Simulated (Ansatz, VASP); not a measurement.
# BN in VASP and in Ansatz

```
B N
1.0
     1.63497   -1.72788    0.00000
     1.63497    1.72788    0.00000
     0.00000    0.00000    3.36487
B N
1 1
Direct
  0.00000 0.00000 0.00000
  0.50000 0.50000 0.50000
```

Alike in both runs: task relaxation of cell and atoms; functional PBE; k mesh 8 × 8 × 6; occupations gaussian, width 0.1 eV; no spin polarisation.

```csv
,VASP,Ansatz
version,VASP 6.6.1,Ansatz 0.2.0
potentials or method,"VASP PAW PBE potentials, release 64 (B, N), cutoff 600 eV","scalar-relativistic, plane waves, PAW"
valence electrons in the cell,8,8
```

Ansatz gave:

| Item | Value |
| --- | --- |
| gap on the k mesh at the Fermi level, each at its own relaxed structure (eV) | none |
| relaxed volume (Å³/atom) | 9.26 |
| relaxed length of the cell vector where the two differ most in proportion (Å) | 3.749 |

Task: What did VASP give for the same quantities?

Result: gap on the k mesh at the Fermi level, each at its own relaxed structure (eV): none; relaxed volume (Å³/atom): 6.91; relaxed length of the cell vector where the two differ most in proportion (Å): 2.905.

A gap of «none» marks a metal or a gap that the smearing closes. One of these differences is far larger than is usual between the two programs; its cause wasn't traced.

Noted on VASP's run: the volume moved by over 15 % at a fixed basis, so the end points are rough.
